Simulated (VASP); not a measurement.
# Ti5Si (R32) in VASP: relaxation of shape and atoms at fixed volume with PBEsol

Aim: the relaxation of shape and atoms at fixed volume of Ti5Si with PBEsol.

Program: VASP 6.6.1. These are calculated values, not measurements. Logs are shortened: lines on timing, memory, paths and dates and some standing lists are left out, and cuts for length are marked.

## Step 1: The cell of the first run

It takes space group R32 (No. 155, trigonal). The conventional cell has a = 4.813 Å, b = 4.813 Å, c = 12.856 Å, α = 90.00°, β = 90.00°, γ = 120.00°. Within 3.6 Å of Ti (site symmetry 3) lie 12 Ti at 2.71 to 3.50 Å and 3 Si at 2.79 Å. Within 3.6 Å of Ti (site symmetry 2) lie 12 Ti at 2.56 to 3.50 Å and 2 Si at 2.60 Å. Within 3.4 Å of Si (site symmetry 32) lie 12 Ti at 2.60 to 2.79 Å.

## Step 2: Relaxation of shape and atoms at fixed volume, PBEsol (14.33 Å³/atom)

Input file INCAR:

```
ALGO = Fast ; EDIFF = 1E-6
EDIFFG = -0.01 ; ENCUT = 600
GGA = PS ; IBRION = 2
ISIF = 4 ; ISMEAR = 0
LASPH = True ; LCHARG = False
LREAL = False ; LWAVE = False
NELM = 100 ; NSW = 50
PREC = Accurate ; SIGMA = 0.1
```

Input file KPOINTS:

```
k-points
0
Gamma
  12 12 12
```

Input file POSCAR:

```
Ti5Si
1.0
    2.4064237060      1.3893493744      4.2852523273
   -2.4064237060      1.3893493744      4.2852523273
    0.0000000000     -2.7786987490      4.2852523272
Ti Si
5 1
Direct
    0.1509897190      0.1509897190      0.1509897190
    0.6063347304      0.3936652696      0.0000000000
    0.0000000000      0.6063347304      0.3936652696
    0.8490102810      0.8490102810      0.8490102810
    0.3936652696      0.0000000000      0.6063347304
    0.5000000000      0.5000000000      0.5000000000
```

Potentials or basis: VASP PAW PBE potentials, release 64 (Ti_sv, Si).

Run with:

```console
cat potpaw_PBE.64/Ti_sv/POTCAR potpaw_PBE.64/Si/POTCAR > POTCAR
mpirun -np 1 vasp_std > vasp.out
```

OUTCAR:

```text
EDIFF = 1E-6
   EDIFFG = -0.01
   ENCUT = 600
   GGA = PS
   IBRION = 2
   ISIF = 4
   ISMEAR = 0
   LASPH = True
   LREAL = False
   NELM = 100
   NSW = 50
   PREC = Accurate

 ion  position               nearest neighbor table
   1  0.151  0.151  0.151-   2 2.71   5 2.71   3 2.71   3 2.77   5 2.77   2 2.77   6 2.79   6 2.79
                             6 2.79   4 2.81   4 2.81   4 2.81
   2  0.606  0.394  0.000-   5 2.56   3 2.56   3 2.56   5 2.56   6 2.60   6 2.60   4 2.71   1 2.71
                             4 2.77   1 2.77
   3  0.000  0.606  0.394-   5 2.56   5 2.56   2 2.56   2 2.56   6 2.60   6 2.60   4 2.71   1 2.71
                             1 2.77   4 2.77
   4  0.849  0.849  0.849-   2 2.71   3 2.71   5 2.71   5 2.77   3 2.77   2 2.77   6 2.79   6 2.79
                             6 2.79   1 2.81   1 2.81   1 2.81
   5  0.394  0.000  0.606-   3 2.56   3 2.56   2 2.56   2 2.56   6 2.60   6 2.60   1 2.71   4 2.71
                             4 2.77   1 2.77
   6  0.500  0.500  0.500-   5 2.60   3 2.60   2 2.60   2 2.60   5 2.60   3 2.60   4 2.79   1 2.79
                             1 2.79   4 2.79   1 2.79   4 2.79

  LATTYP: Found a trigonal (rhomboedric) cell.
 ALAT       =     5.1073040095
 COS(alpha) =     0.5559920251

  Lattice vectors:

 A1 = (   2.4064237060,   1.3893493744,   4.2852523273)
 A2 = (  -2.4064237060,   1.3893493744,   4.2852523273)
 A3 = (   0.0000000000,  -2.7786987490,   4.2852523272)

Analysis of symmetry for initial positions (statically):
=====================================================================
 Subroutine PRICEL returns:
 Original cell was already a primitive cell.

 Routine SETGRP: Setting up the symmetry group for a
 trigonal (rhombohedral) supercell.

 Subroutine GETGRP returns: Found  6 space group operations
 (whereof  6 operations were pure point group operations)
 out of a pool of 12 trial point group operations.

The static configuration has the point symmetry D_3 .

Analysis of symmetry for dynamics (positions and initial velocities):
=====================================================================
 Subroutine PRICEL returns:
 Original cell was already a primitive cell.

 Routine SETGRP: Setting up the symmetry group for a
 trigonal (rhombohedral) supercell.

 Subroutine GETGRP returns: Found  6 space group operations
 (whereof  6 operations were pure point group operations)
 out of a pool of 12 trial point group operations.

The dynamic configuration has the point symmetry D_3 .

 Subroutine INISYM returns: Found  6 space group operations
 (whereof  6 operations are pure point group operations),
 and found     1 'primitive' translations

----------------------------------------------------------------------------------------

                                     Primitive cell

  volume of cell :      85.9629

  direct lattice vectors                    reciprocal lattice vectors
     2.406423706  1.389349374  4.285252327     0.207777208  0.119960227  0.077786162
    -2.406423706  1.389349374  4.285252327    -0.207777208  0.119960227  0.077786162
     0.000000000 -2.778698749  4.285252327     0.000000000 -0.239920454  0.077786162

  length of vectors
     5.107304010  5.107304010  5.107304010     0.252215209  0.252215209  0.252215209

  position of ions in fractional coordinates (direct lattice)
     0.150989719  0.150989719  0.150989719
     0.606334730  0.393665270  0.000000000
     1.000000000  0.606334730  0.393665270
     0.849010281  0.849010281  0.849010281
     0.393665270  1.000000000  0.606334730
     0.500000000  0.500000000  0.500000000

  ion indices of the primitive-cell ions
   primitive index   ion index
                 1           1
[... 90 lines left out ...]
   EMIN   =  10.00;   EMAX   =-10.00  energy-range for DOS
   EFERMI =   0.00;   METHOD = LEGACY
   ISMEAR =     0;   SIGMA  =   0.10  broadening in eV -4-tet -1-fermi 0-gaus
   EFERMI_NEDOS =   21; number of points for ismear=-14 and -15
   IALGO  =     68    algorithm
   IMIX   =      4    mixing-type and parameters
     AMIX     =   0.40;   BMIX     =  1.00
     AMIX_MAG =   1.60;   BMIX_MAG =  1.00
  volume/ion in A,a.u.               =      14.33        96.68
  Fermi-wavevector in a.u.,A,eV,Ry     =   1.483763  2.803905 29.953926  2.201551
  Thomas-Fermi vector in A             =   2.597384
   LORBIT       =      0    0 simple, 1 ext, 2 COOP (PROOUT), +10 PAW based schemes
   GGA     = PS    functional components
   LHFCALC =     F    Hartree Fock is set to
   AEXX    =    0.0000 exact exchange contribution
   IVDW    =     0    specifies the selected vdW correction
   LEPSILON=     F    determine dielectric tensor
   LRPA    =     F    only Hartree local field effects (RPA)
 conjugate gradient relaxation of ions
 non-spin polarized calculation
 RMM-DIIS sequential band-by-band and
 Gauss-broadening in eV      SIGMA  =   0.10
  energy-cutoff  :      600.00
  volume of cell :       85.96
 maximum number of plane-waves:      2928
 NGX is ok and might be reduce to    42
   NGX = 21   NGY = 21   NGZ = 21

--------------------------------------- Ionic step        1  -------------------------------------------

 number of electron      64.0000005 magnetization

 Free energy of the ion-electron system (eV)
  ---------------------------------------------------
  ext. energy  EPLUGINS =         0.00000000
  ---------------------------------------------------
  free energy    TOTEN  =       -49.08558706 eV

  energy without entropy =      -49.06095971  energy(sigma->0) =      -49.07327338

------------------------ aborting loop because EDIFF is reached ----------------------------------------

  FORCE on cell =-STRESS in cart. coord.  units (eV):
  Direction    XX          YY          ZZ          XY          YZ          ZX
  --------------------------------------------------------------------------------------
  -------------------------------------------------------------------------------------
  Total        7.5886290      7.5886290      8.0967460      0.0000000      0.0000000      0.0000000
  in kB      141.4368865    141.4368865    150.9071721      0.0000000      0.0000000      0.0000000
  external PRESSURE =     144.5936484 kB  Pullay stress =       0.0000000 kB

 VOLUME and BASIS-vectors are now :
 -----------------------------------------------------------------------------
  energy-cutoff  :      600.00
  volume of cell :       85.96
      direct lattice vectors                 reciprocal lattice vectors
     2.406423706  1.389349374  4.285252327     0.207777208  0.119960227  0.077786162
    -2.406423706  1.389349374  4.285252327    -0.207777208  0.119960227  0.077786162
     0.000000000 -2.778698749  4.285252327     0.000000000 -0.239920454  0.077786162

 POSITION                                       TOTAL-FORCE (eV/Angst)
 -----------------------------------------------------------------------------------
      0.00000     -0.00000      1.94109         0.000000      0.000000     -0.047837
      0.51177      1.38935      4.28525         0.042329      0.000000      0.000000
     -1.45910     -0.25147      4.28525        -0.021165      0.036658      0.000000
      0.00000     -0.00000     10.91467         0.000000     -0.000000      0.047837
      0.94733     -1.13788      4.28525        -0.021165     -0.036658     -0.000000
      0.00000     -0.00000      6.42788         0.000000      0.000000      0.000000
 -----------------------------------------------------------------------------------
    total drift:                                0.000000     -0.000000      0.000000

  FREE ENERGIE OF THE ION-ELECTRON SYSTEM (eV)
  ---------------------------------------------------
  free  energy   TOTEN  =       -49.0855870592 eV

  energy  without entropy=      -49.0609597107  energy(sigma->0) =      -49.07327338

--------------------------------------- Ionic step        2  -------------------------------------------

 number of electron      64.0000006 magnetization

 Free energy of the ion-electron system (eV)
  ---------------------------------------------------
  ext. energy  EPLUGINS =         0.00000000
  ---------------------------------------------------
  free energy    TOTEN  =       -49.08653068 eV

  energy without entropy =      -49.06179887  energy(sigma->0) =      -49.07416478

 E-fermi :  10.1412     XC(G=0): -12.3598

 val. band max:       10.1409605515   @ k =   0.5000   0.5000   0.0833
 cond. band min:      10.1415657582   @ k =   0.0833  -0.0000  -0.0000
 fundamental gap:      0.0006052067
 Fermi energy:        10.1411879011

 k-point     1 :       0.0000    0.0000    0.0000
  band No.  band energies     occupation
      1     -46.1367      2.00000
      2     -45.9766      2.00000
      3     -45.9079      2.00000
      4     -45.7089      2.00000
      5     -45.7089      2.00000
      6     -22.9590      2.00000
[... 973 lines left out ...]
     37      11.4355      0.00000
     38      11.6598      0.00000

 [... further k-points ...]

------------------------ aborting loop because EDIFF is reached ----------------------------------------

  FORCE on cell =-STRESS in cart. coord.  units (eV):
  Direction    XX          YY          ZZ          XY          YZ          ZX
  --------------------------------------------------------------------------------------
  -------------------------------------------------------------------------------------
  Total        7.6131864      7.6131864      7.6850278      0.0000000      0.0000000      0.0000000
  in kB      141.8945877    141.8945877    143.2335667      0.0000000      0.0000000      0.0000000
  external PRESSURE =     142.3409140 kB  Pullay stress =       0.0000000 kB

 VOLUME and BASIS-vectors are now :
 -----------------------------------------------------------------------------
  energy-cutoff  :      600.00
  volume of cell :       85.96
      direct lattice vectors                 reciprocal lattice vectors
     2.403151023  1.387459890  4.296931846     0.208060166  0.120123593  0.077574731
    -2.403151023  1.387459890  4.296931846    -0.208060166  0.120123593  0.077574731
     0.000000000 -2.774919780  4.296931846     0.000000000 -0.240247185  0.077574731

 POSITION                                       TOTAL-FORCE (eV/Angst)
 -----------------------------------------------------------------------------------
      0.00000     -0.00000      1.94406        -0.000000     -0.000000      0.009318
      0.51312     -1.38746      8.59386         0.003539     -0.000000      0.000000
      0.94502      1.13810      8.59386        -0.001769      0.003065      0.000000
      0.00000     -0.00000     10.94673        -0.000000      0.000000     -0.009318
      0.94502     -1.13810      4.29693        -0.001769     -0.003065     -0.000000
      0.00000     -0.00000      6.44540        -0.000000     -0.000000      0.000000
 -----------------------------------------------------------------------------------
    total drift:                                0.000000     -0.000000      0.000000

  FREE ENERGIE OF THE ION-ELECTRON SYSTEM (eV)
  ---------------------------------------------------
  free  energy   TOTEN  =       -49.0865306808 eV

  energy  without entropy=      -49.0617988744  energy(sigma->0) =      -49.07416478

 reached required accuracy - stopping structural energy minimisation
```

Wall time 2.8 h (1 thread of Oxide Virtual Turin-like, shared host); peak memory 0.67 GiB.

What came out:

```yaml
Free_energy: -49.0865 eV
Energy_gained_by_relaxing: 0.2 meV/atom
Ionic_steps: 2
Pressure_after_relaxing: 14.2 GPa
Largest_force_after_relaxing: 0.009 eV/Å
Band_gap_on_the_k_mesh: zero (bands 32 and 33 overlap by 0.61 eV)
```

Forces on the atoms (eV/Å):
```
Ti   0.000  0.000  0.009
Ti   0.004  0.000  0.000
Ti  -0.002  0.003  0.000
Ti   0.000  0.000 -0.009
Ti  -0.002 -0.003  0.000
Si   0.000  0.000  0.000
```

The path:
| step | energy change (eV) | largest force (eV/Å) | pressure (GPa) | volume (Å³) |
| --- | --- | --- | --- | --- |
| 1 | 0.0000 | 0.0478 | 14.46 | 85.96 |
| 2 | -0.0009 | 0.0093 | 14.23 | 85.96 |

Final structure:
```
CELL_PARAMETERS angstrom
2.40315 1.38746 4.29693
-2.40315 1.38746 4.29693
0.00000 -2.77492 4.29693
ATOMIC_POSITIONS crystal
Ti 0.15081 0.15081 0.15081
Ti 0.60676 0.39324 0.00000
Ti 0.00000 0.60676 0.39324
Ti 0.84919 0.84919 0.84919
Ti 0.39324 0.00000 0.60676
Si 0.50000 0.50000 0.50000
```

Levels at points of the mesh, in eV from the Fermi level:
```csv
k point,band 28,band 29,band 30,band 31,band 32,band 33,band 34,band 35,band 36,band 37
"(0.00, 0.00, 0.00)",-1.24,-0.94,-0.94,-0.81,-0.10,-0.10,-0.01,1.20,1.20,1.69
"(0.50, 0.00, 0.00)",-1.69,-1.25,-0.86,-0.60,0.39,0.61,0.62,0.80,0.90,1.29
"(0.50, 0.50, 0.00)",-1.55,-1.52,-0.67,-0.37,-0.11,-0.08,0.62,0.86,1.10,1.68
"(0.50, 0.50, 0.50)",-1.75,-0.56,-0.56,-0.50,-0.28,0.25,0.25,1.04,1.45,1.46
```

Caveat: the PAW data sets were made with another functional, which shifts forces and pressure a little.
